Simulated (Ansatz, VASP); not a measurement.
# Nb: VASP beside Ansatz

Contents of POSCAR:

```
Nb
1.0
    0.0000000000      2.2842000000      2.0304000000
    2.2842000000      0.0000000000      2.0304000000
    2.2842000000      2.2842000000      0.0000000000
Nb
1
Direct
    0.0000000000      0.0000000000      0.0000000000
```

Contents of INCAR.step1:

```
PREC = Accurate
ENCUT = 520
ISMEAR = 0
SIGMA = 0.15
LREAL = F
LASPH = T
NELM = 80
NBANDS = 12
GGA = PE
ALGO = Normal
EDIFF = 1E-4
LWAVE = T
LCHARG = F
```

The input INCAR.step2:

```
PREC = Accurate
ENCUT = 520
EDIFF = 1E-6
ISMEAR = 0
SIGMA = 0.15
LREAL = F
LASPH = T
NELM = 80
ALGO = Normal
ISIF = 2
LWAVE = F
LCHARG = F
METAGGA = R2SCAN
LMIXTAU = T
NBANDS = 12
ISTART = 1
```

File KPOINTS:

```
Automatic mesh
0
Gamma
  20 20 20
```

Input for Ansatz:

```yaml
crystal:
  lattice:
    - [0.0, 2.2842, 2.0304]
    - [2.2842, 0.0, 2.0304]
    - [2.2842, 2.2842, 0.0]
  atoms:
    - { symbol: Nb, position: [0.0, 0.0, 0.0] }
basis:
  ecutwfc: 500
kpoints:
  mp_grid: { grid: [20, 20, 20] }
hamiltonian:
  xc: r2scan
scf:
  occupations: { method: gaussian, width: 0.15 }
output:
  forces: true
  stress: true
  eigenvalues: true
```

Change from the starting cell: strain +0.080 along x and y, -0.040 along z, atoms carried along.

Alike in both runs: task single point; functional r2SCAN; k mesh 20 × 20 × 20; occupations gaussian, width 0.15 eV; no spin polarisation.

```csv
,VASP,Ansatz
version,VASP 6.6.1,Ansatz 0.2.0
potentials or method,"VASP PAW PBE potentials, release 64 (Nb_sv), cutoff 520 eV","scalar-relativistic, plane waves, PAW"
valence electrons in the cell,13,13
```

```csv
,VASP,Ansatz,Ansatz less VASP
gap on the k mesh at the Fermi level (eV),none,none,-
pressure (GPa),-18.5,-18.3,+0.17
"traceless stress, the component that is largest in VASP (GPa)",-8.46,-8.50,-0.034
```

VASP's potentials were made for PBE, not for r2SCAN. A gap of «none» marks a metal or a gap that the smearing closes.
